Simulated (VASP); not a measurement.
# MgS (I4/mmm) in VASP: further runs

MgS is run at these levels: PBEsol; tasks: single point.

Program: VASP 6.6.1. These are calculated values, not measurements. Logs are shortened: lines on timing, memory, paths and dates and some standing lists are left out, and cuts for length are marked.

## 1. The cell of the first run

Symmetry: I4/mmm, No. 139, tetragonal system. The conventional cell has a = 3.664 Å, b = 3.664 Å, c = 5.156 Å, α = 90.00°, β = 90.00°, γ = 90.00°. Mg (site symmetry 4/mmm) has 6 S at 2.58 to 2.59 Å within 3.4 Å. Within 3.4 Å of S (site symmetry 4/mmm) lie 6 Mg at 2.58 to 2.59 Å.

## 2. Single point, PBEsol (z stretched by -0.5 %, x and y held)

File INCAR:

```
SYSTEM = MgS
PREC = Accurate ; ENCUT = 520
EDIFF = 1E-6 ; ISMEAR = 0
SIGMA = 0.01 ; LREAL = .FALSE.
LASPH = .TRUE. ; NELM = 60
ALGO = Normal ; ISIF = 2
LWAVE = .FALSE. ; LCHARG = .FALSE.
GGA = PS ; NBANDS = 11
```

File KPOINTS:

```
regular mesh
0
G
  8 8 8
  0 0 0
```

File POSCAR:

```
MgS
1.0
    0.0000000000      2.5909610182      2.5780062131
    2.5909610182      0.0000000000      2.5780062131
    2.5909610182      2.5909610182      0.0000000000
Mg S
1 1
Direct
    0.0000000000      0.0000000000      0.0000000000
    0.5000000000      0.5000000000      0.5000000000
```

Potentials or basis: VASP PAW PBE potentials, release 64 (Mg, S).

Started as:

```console
cat potpaw_PBE.64/Mg/POTCAR potpaw_PBE.64/S/POTCAR > POTCAR
mpirun -np 1 vasp_std > vasp.out
```

OUTCAR:

```text
SYSTEM = MgS
   PREC = Accurate
   ENCUT = 520
   EDIFF = 1E-6
   ISMEAR = 0
   LREAL = .FALSE.
   LASPH = .TRUE.
   NELM = 60
   ISIF = 2
   GGA = PS

 ion  position               nearest neighbor table
   1  0.000  0.000  0.000-   2 2.58   2 2.58   2 2.59   2 2.59   2 2.59   2 2.59
   2  0.500  0.500  0.500-   1 2.58   1 2.58   1 2.59   1 2.59   1 2.59   1 2.59

  LATTYP: Found a body centered tetragonal cell.
 ALAT       =     3.6641722115
 C/A-ratio  =     1.4071424946

  Lattice vectors:

 A1 = (   0.0000000000,  -2.5909610182,  -2.5780062131)
 A2 = (   0.0000000000,   2.5909610182,  -2.5780062131)
 A3 = (   2.5909610182,   0.0000000000,   2.5780062131)

Analysis of symmetry for initial positions (statically):
=====================================================================
 Subroutine PRICEL returns:
 Original cell was already a primitive cell.

 Routine SETGRP: Setting up the symmetry group for a
 body centered tetragonal supercell.

 Subroutine GETGRP returns: Found 16 space group operations
 (whereof 16 operations were pure point group operations)
 out of a pool of 16 trial point group operations.

The static configuration has the point symmetry D_4h.

Analysis of symmetry for dynamics (positions and initial velocities):
=====================================================================
 Subroutine PRICEL returns:
 Original cell was already a primitive cell.

 Routine SETGRP: Setting up the symmetry group for a
 body centered tetragonal supercell.

 Subroutine GETGRP returns: Found 16 space group operations
 (whereof 16 operations were pure point group operations)
 out of a pool of 16 trial point group operations.

The dynamic configuration has the point symmetry D_4h.

 Subroutine INISYM returns: Found 16 space group operations
 (whereof 16 operations are pure point group operations),
 and found     1 'primitive' translations

----------------------------------------------------------------------------------------

                                     Primitive cell

  volume of cell :      34.6127

  direct lattice vectors                    reciprocal lattice vectors
     0.000000000  2.590961018  2.578006213    -0.192978588  0.192978588  0.193948330
     2.590961018  0.000000000  2.578006213     0.192978588 -0.192978588  0.193948330
     2.590961018  2.590961018  0.000000000     0.192978588  0.192978588 -0.193948330

  length of vectors
     3.655023260  3.655023260  3.664172212     0.334809537  0.334809537  0.334809537

  position of ions in fractional coordinates (direct lattice)
     0.000000000  0.000000000  0.000000000
     0.500000000  0.500000000  0.500000000

  ion indices of the primitive-cell ions
   primitive index   ion index
                 1           1
                 2           2

----------------------------------------------------------------------------------------

 KPOINTS: regular mesh

Automatic generation of k-mesh.
 Grid dimensions read from file:
 generate k-points for:    8    8    8

 Generating k-lattice:

  Cartesian coordinates                     Fractional coordinates (reciprocal lattice)
    -0.024122324  0.024122324  0.024243541     0.125000000  0.000000000  0.000000000
     0.024122324 -0.024122324  0.024243541     0.000000000  0.125000000  0.000000000
     0.024122324  0.024122324 -0.024243541    -0.000000000 -0.000000000  0.125000000

  Length of vectors
     0.041851192  0.041851192  0.041851192

  Shift w.r.t. Gamma in fractional coordinates (k-lattice)
     0.000000000  0.000000000  0.000000000

 Subroutine IBZKPT returns following result:
 ===========================================

 Found     59 irreducible k-points:

 Following reciprocal coordinates:
            Coordinates               Weight
  0.000000  0.000000  0.000000      1.000000
  0.125000  0.000000  0.000000      8.000000
  0.250000  0.000000  0.000000      8.000000
  0.375000  0.000000  0.000000      8.000000
  0.500000  0.000000  0.000000      4.000000
  0.125000  0.125000  0.000000      2.000000
[... 16 lines left out ...]
  0.250000  0.000000  0.125000     16.000000
  0.375000  0.000000  0.125000     16.000000
 [... further k-points ...]
   k-points           NKPTS =     59   k-points in BZ     NKDIM =     59   number of bands    NBANDS=     11
   number of dos      NEDOS =    301   number of ions     NIONS =      2
   total plane-waves  NPLWV =  21952
   dimension x,y,z NGX =    28 NGY =   28 NGZ =   28
   dimension x,y,z NGXF=    56 NGYF=   56 NGZF=   56
   ions per type =               1   1
   NGX,Y,Z   is equivalent  to a cutoff of  12.74, 12.74, 12.70 a.u.
   NGXF,Y,Z  is equivalent  to a cutoff of  25.47, 25.47, 25.41 a.u.
 SYSTEM =  MgS
   PREC   = accura    normal or accurate (medium, high low for compatibility)
   ISTART =      0    job   : 0-new  1-cont  2-samecut
   ICHARG =      2    charge: 1-file 2-atom 10-const
   ISPIN  =      1    spin polarized calculation?
   LNONCOLLINEAR =      F non collinear calculations
   LSORBIT =      F    spin-orbit coupling
   LASPH  =      T    aspherical Exc in radial PAW
   ENCUT  =  520.0 eV  38.22 Ry    6.18 a.u.   6.80  6.80  6.81*2*pi/ulx,y,z
   NELM   =     60;   NELMIN=  2; NELMDL= -5     # of ELM steps
   EDIFF  = 0.1E-05   stopping-criterion for ELM
   LREAL  =      F    real-space projection
   EDIFFG = 0.1E-04   stopping-criterion for IOM
   NSW    =      0    number of steps for IOM
   IBRION =     -1    ionic relax: 0-MD 1-quasi-New 2-CG
   NFREE  =      0    steps in history (QN), initial steepest desc. (CG)
   ISIF   =      2    stress and relaxation
   ISYM   =      2    0-nonsym 1-usesym 2-fastsym
   POTIM  = 0.5000    time-step for ionic-motion
   TEBEG  =    0.0;   TEEND  =   0.0 temperature during run
   PSTRESS=    0.0 pullay stress
   NELECT =       8.0000    total number of electrons
   NUPDOWN=      -1.0000    fix difference up-down
   EMIN   =  10.00;   EMAX   =-10.00  energy-range for DOS
   EFERMI =   0.00;   METHOD = LEGACY
   ISMEAR =     0;   SIGMA  =   0.01  broadening in eV -4-tet -1-fermi 0-gaus
   EFERMI_NEDOS =   21; number of points for ismear=-14 and -15
   IALGO  =     38    algorithm
   IMIX   =      4    mixing-type and parameters
     AMIX     =   0.40;   BMIX     =  1.00
     AMIX_MAG =   1.60;   BMIX_MAG =  1.00
  volume/ion in A,a.u.               =      17.31       116.79
  Fermi-wavevector in a.u.,A,eV,Ry     =   1.004677  1.898563 13.733380  1.009375
  Thomas-Fermi vector in A             =   2.137308
   LORBIT       =      0    0 simple, 1 ext, 2 COOP (PROOUT), +10 PAW based schemes
   GGA     = PS    functional components
   LHFCALC =     F    Hartree Fock is set to
   AEXX    =    0.0000 exact exchange contribution
   IVDW    =     0    specifies the selected vdW correction
   LEPSILON=     F    determine dielectric tensor
   LRPA    =     F    only Hartree local field effects (RPA)
 non-spin polarized calculation
 Gauss-broadening in eV      SIGMA  =   0.01
  energy-cutoff  :      520.00
  volume of cell :       34.61
 maximum number of plane-waves:       942
   NGX = 13   NGY = 13   NGZ = 13

 number of electron       7.9999999 magnetization

 Free energy of the ion-electron system (eV)
  ---------------------------------------------------
  ext. energy  EPLUGINS =         0.00000000
  ---------------------------------------------------
  free energy    TOTEN  =        -9.07479166 eV

  energy without entropy =       -9.07479166  energy(sigma->0) =       -9.07479166

 E-fermi :   3.9130     XC(G=0):  -9.9085

 val. band max:        3.8391801911   @ k =   0.0000   0.0000   0.0000
 cond. band min:       6.5541819385   @ k =   0.5000   0.5000   0.0000
 fundamental gap:      2.7150017474
 Fermi energy:         3.9130418053

 k-point     1 :       0.0000    0.0000    0.0000
  band No.  band energies     occupation
      1      -8.9522      2.00000
      2       3.8171      2.00000
      3       3.8392      2.00000
      4       3.8392      2.00000
      5       7.5619      0.00000
      6      11.6574      0.00000
      7      11.6574      0.00000
      8      11.7098      0.00000
      9      14.1268      0.00000
     10      14.1975      0.00000
     11      16.1692      0.00000

 k-point     2 :       0.1250    0.0000    0.0000
  band No.  band energies     occupation
      1      -8.7952      2.00000
      2       2.7507      2.00000
      3       3.7205      2.00000
      4       3.7296      2.00000
      5       8.3643      0.00000
      6      11.3607      0.00000
      7      11.9151      0.00000
      8      11.9556      0.00000
      9      13.4948      0.00000
     10      13.5474      0.00000
     11      16.5226      0.00000

 k-point     3 :       0.2500    0.0000    0.0000
  band No.  band energies     occupation
      1      -8.3689      2.00000
      2       0.9389      2.00000
      3       3.4921      2.00000
      4       3.4942      2.00000
      5       8.7245      0.00000
      6      11.5592      0.00000
      7      11.6201      0.00000
      8      12.1426      0.00000
      9      14.0771      0.00000
     10      14.0829      0.00000
     11      15.7107      0.00000

 k-point     4 :       0.3750    0.0000    0.0000
  band No.  band energies     occupation
      1      -7.8443      2.00000
      2      -0.5539      2.00000
      3       3.2841      2.00000
      4       3.2956      2.00000
      5       8.4058      0.00000
      6      10.8973      0.00000
      7      10.9551      0.00000
      8      13.7278      0.00000
      9      15.3391      0.00000
     10      16.0618      0.00000
     11      16.0793      0.00000
[... 239 lines left out ...]
 k-point    22 :       0.1250    0.0000    0.1250
  band No.  band energies     occupation
      1      -8.7445      2.00000
      2       2.8019      2.00000
      3       3.4762      2.00000
      4       3.5041      2.00000
      5       8.7232      0.00000
      6      10.6735      0.00000
      7      12.3068      0.00000
      8      12.3672      0.00000
      9      12.3955      0.00000
     10      14.4451      0.00000
     11      17.5576      0.00000

 k-point    23 :       0.2500    0.0000    0.1250
  band No.  band energies     occupation
      1      -8.4097      2.00000
      2       1.4503      2.00000
      3       3.1931      2.00000
      4       3.2478      2.00000
      5       9.3177      0.00000
      6      10.5485      0.00000
      7      11.1868      0.00000
      8      12.5939      0.00000
      9      13.5965      0.00000
     10      14.8586      0.00000
     11      17.1759      0.00000

 k-point    24 :       0.3750    0.0000    0.1250
  band No.  band energies     occupation
      1      -7.9108      2.00000
      2      -0.0341      2.00000
      3       2.8692      2.00000
      4       3.0081      2.00000
      5       9.0368      0.00000
      6      10.3942      0.00000
      7      11.8689      0.00000
      8      12.1201      0.00000
      9      15.2748      0.00000
     10      16.6451      0.00000
     11      16.7537      0.00000

 [... further k-points ...]
[... 5 lines left out ...]
  --------------------------------------------------------------------------------------
  -------------------------------------------------------------------------------------
  Total        0.0028429      0.0028429      0.1276487      0.0000000      0.0000000     -0.0000000
  in kB        0.1315953      0.1315953      5.9086912      0.0000000      0.0000000     -0.0000000
  external PRESSURE =       2.0572939 kB  Pullay stress =       0.0000000 kB

 VOLUME and BASIS-vectors are now :
 -----------------------------------------------------------------------------
  energy-cutoff  :      520.00
  volume of cell :       34.61
      direct lattice vectors                 reciprocal lattice vectors
     0.000000000  2.590961018  2.578006213    -0.192978588  0.192978588  0.193948330
     2.590961018  0.000000000  2.578006213     0.192978588 -0.192978588  0.193948330
     2.590961018  2.590961018  0.000000000     0.192978588  0.192978588 -0.193948330

 POSITION                                       TOTAL-FORCE (eV/Angst)
 -----------------------------------------------------------------------------------
      0.00000      0.00000      0.00000         0.000000     -0.000000      0.000000
      2.59096      2.59096      2.57801        -0.000000      0.000000     -0.000000
 -----------------------------------------------------------------------------------
    total drift:                                0.000000      0.000000      0.000000

  FREE ENERGIE OF THE ION-ELECTRON SYSTEM (eV)
  ---------------------------------------------------
  free  energy   TOTEN  =        -9.0747916647 eV

  energy  without entropy=       -9.0747916647  energy(sigma->0) =       -9.07479166
```

Wall time 14 s (1 thread of Intel Xeon Platinum 8559C (Emerald Rapids), shared host); peak memory 0.16 GiB.

Results:

```yaml
Free_energy: -9.0748 eV
Pressure: 0.2 GPa
Band_gap_on_the_k_mesh: 2.71 eV, indirect (least direct gap 3.72 eV)
```

Levels at points of the mesh, in eV from the valence-band top:
| k point | band 1 | band 2 | band 3 | band 4 | band 5 | band 6 | band 7 | band 8 | band 9 |
| --- | --- | --- | --- | --- | --- | --- | --- | --- | --- |
| (0.00, 0.00, 0.00) | -12.79 | -0.02 | 0.00 | 0.00 | 3.72 | 7.82 | 7.82 | 7.87 | 10.29 |
| (0.50, 0.00, 0.00) | -11.42 | -5.00 | -0.63 | -0.62 | 4.42 | 6.81 | 6.87 | 10.25 | 12.06 |
| (0.50, 0.50, 0.00) | -11.01 | -4.36 | -1.77 | -1.77 | 2.71 | 4.17 | 12.07 | 12.87 | 13.41 |
| (0.50, 0.00, 0.50) | -11.03 | -4.36 | -1.77 | -1.73 | 2.74 | 4.19 | 12.02 | 12.86 | 13.37 |

Caveat: the cell differs from its parent crystal (z stretched by -0.5 %, x and y held); the PAW data sets were made with another functional, which shifts forces and pressure a little. A k mesh can miss the band edges.

## 3. Single point, PBEsol (z stretched by +0.5 %, x and y held)

File INCAR:

```
PREC = Accurate
ENCUT = 520
EDIFF = 1E-7
ISMEAR = 0
SIGMA = 0.01
LREAL = F
LASPH = T
NELM = 80
ALGO = Normal
ISIF = 2
LWAVE = F
LCHARG = F
GGA = PS
NBANDS = 11
```

File KPOINTS:

```
regular mesh
0
Gamma
  8 8 8
```

File POSCAR:

```
MgS
1.0
    0.0000000000      2.5909610182      2.6039158233
    2.5909610182      0.0000000000      2.6039158233
    2.5909610182      2.5909610182      0.0000000000
Mg S
1 1
Direct
    0.0000000000      0.0000000000      0.0000000000
    0.5000000000      0.5000000000      0.5000000000
```

Potentials or basis: VASP PAW PBE potentials, release 64 (Mg, S).

Started as:

```console
cat potpaw_PBE.64/Mg/POTCAR potpaw_PBE.64/S/POTCAR > POTCAR
mpirun -np 1 vasp_std > vasp.out
```

It used 9 s of CPU time on 1 thread of Intel(R) Xeon(R) Platinum 8559C (Emerald Rapids), with other jobs on the host.

It converged, with:

| Quantity | Value |
| --- | --- |
| Free energy | -9.0745 eV |
| Pressure | -0.6 GPa |
| Band gap on the k mesh | 2.70 eV, indirect (least direct gap 3.64 eV) |

Stress tensor (GPa, compression positive):
```
-0.39  0.00  0.00
 0.00 -0.39  0.00
 0.00  0.00 -0.93
```

Levels at points of the mesh, in eV from the valence-band top:
```tsv
k point	band 2	band 3	band 4	band 5	band 6	band 7
(0.00, 0.00, 0.00)	-0.02	-0.02	0.00	3.64	7.80	7.85
(0.50, 0.00, 0.00)	-4.95	-0.63	-0.61	4.40	6.79	6.85
(0.50, 0.50, 0.00)	-4.32	-1.72	-1.72	2.72	4.22	11.90
(0.50, 0.00, 0.50)	-4.31	-1.77	-1.73	2.70	4.20	11.95
```

Caveat: the cell differs from its parent crystal (z stretched by +0.5 %, x and y held); the PAW data sets were made with another functional, which shifts forces and pressure a little. A k mesh can miss the band edges.
